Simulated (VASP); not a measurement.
A run of VASP 6.6.1 is set up as follows.

Contents of INCAR:

```
SYSTEM = NaI
  ALGO = Normal
  EDIFF = 1E-7
  ENCUT = 520
  GGA = PS
  ISIF = 2
  ISMEAR = 0
  LASPH = .TRUE.
  LCHARG = .FALSE.
  LREAL = .FALSE.
  LWAVE = .FALSE.
  NBANDS = 14
  NELM = 80
  PREC = Accurate
  SIGMA = 0.05
```

File KPOINTS:

```
k-points
0
G
  6 6 6
  0 0 0
```

File POSCAR:

```
NaI
1.0
    0.0000000000      3.2364000000      3.1393080000
    3.2364000000      0.0000000000      3.1393080000
    3.2364000000      3.2364000000      0.0000000000
Na I
1 1
Direct
    0.0000000000      0.0000000000      0.0000000000
    0.5000000000      0.5000000000      0.5000000000
```

Potentials or basis: VASP PAW PBE potentials, release 64 (Na_pv, I).

The run is started by

```bash
$ cat potpaw_PBE.64/Na_pv/POTCAR potpaw_PBE.64/I/POTCAR > POTCAR
$ mpirun -np 1 vasp_std > vasp.out
```

What does it give for the pressure?

0.0 GPa.

Estimate the band gap on the k mesh.

3.57 eV, direct.

Stress tensor (GPa, compression positive):
```
-0.26  0.00  0.00
 0.00 -0.26  0.00
 0.00  0.00  0.66
```

Caveat: the cell differs from its parent crystal (strain +0.000 along x and y, -0.030 along z); the PAW data sets were made with another functional, which shifts forces and pressure a little; spin-orbit coupling is left out, which moves the levels of the heavy elements.
